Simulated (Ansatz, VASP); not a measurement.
**Two plane-wave programs on GaAs2**

```
CELL_PARAMETERS angstrom
4.51377 0.00000 0.00000
-2.25688 3.90904 0.00000
0.00000 0.00000 3.80882
ATOMIC_POSITIONS crystal
Ga 0.00000 0.00000 0.50000
As 0.33333 0.66667 0.00000
As 0.66667 0.33333 0.00000
```

Alike in both runs: functional PBE; k mesh 5 × 5 × 5; occupations gaussian, width 0.2 eV; no spin polarisation.

Ansatz relaxed the structure, and its values are those at the end. VASP's run is a single point on that final structure, the one shown.

|  | VASP | Ansatz |
| --- | --- | --- |
| version | VASP 6.6.1 | Ansatz 0.2.0 |
| potentials or method | VASP PAW PBE potentials, release 64 (Ga_d, As), cutoff 500 eV | scalar-relativistic, plane waves, PAW |
| valence electrons in the cell | 23 | 43 |

|  | VASP | Ansatz | Ansatz less VASP |
| --- | --- | --- | --- |
| gap on the k mesh at the Fermi level (eV) | none | none | - |
| pressure (GPa) | 0.3 | 0.2 | -0.12 |

A gap of «none» marks a metal or a gap that the smearing closes. VASP's potentials hold 23 valence electrons a cell and Ansatz's 43, so a difference there can come from the potentials and not from the codes.
